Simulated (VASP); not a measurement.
# BP: single point with HSE06

The system is BP.

```
B P
1.0
     2.70805    0.00000    0.00000
     0.00000    2.70805    0.00000
     0.00000    0.00000    2.70805
B P
1 1
Direct
  0.00000 0.00000 0.00000
  0.50000 0.50000 0.50000
```

```
Program                            : VASP 6.6.1
Task                               : single point
Functional                         : HSE06
Potentials or basis                : VASP PAW PBE potentials, release 64 (B_h, P)
Cutoff                             : 910 eV
k mesh                             : 3 × 3 × 3
Occupations                        : fermi-dirac, width 0.02 eV
Spin                               : no spin polarisation
Dipole correction                  : no
Grid for exact exchange (PRECFOCK) : Normal
Second run                         : hard_potentials
Further INCAR settings             : ALGO = Normal; EDIFF = 1e-06; NBANDS = 11
Screening parameter                : 0.2079 1/Å
```

- Pressure: 18.3 GPa
- Band gap on the k mesh: zero (band 4 reaches 11.93 eV, above the bottom of band 5 at 11.13 eV)

Levels at points of the mesh, in eV from the Fermi level:
```tsv
k point	band 2	band 3	band 4	band 5	band 6	band 7
(0.00, 0.00, 0.00)	-2.33	-2.32	-2.32	1.82	3.85	3.85
```

Run time: 22 s on 1 thread of AMD EPYC 7R13 Processor (Zen 3) (shared host), peak memory 0.22 GiB.

Caveat: the k points lie up to 0.77 Å⁻¹ apart; the PAW data sets were made with another functional, which shifts forces and pressure a little.
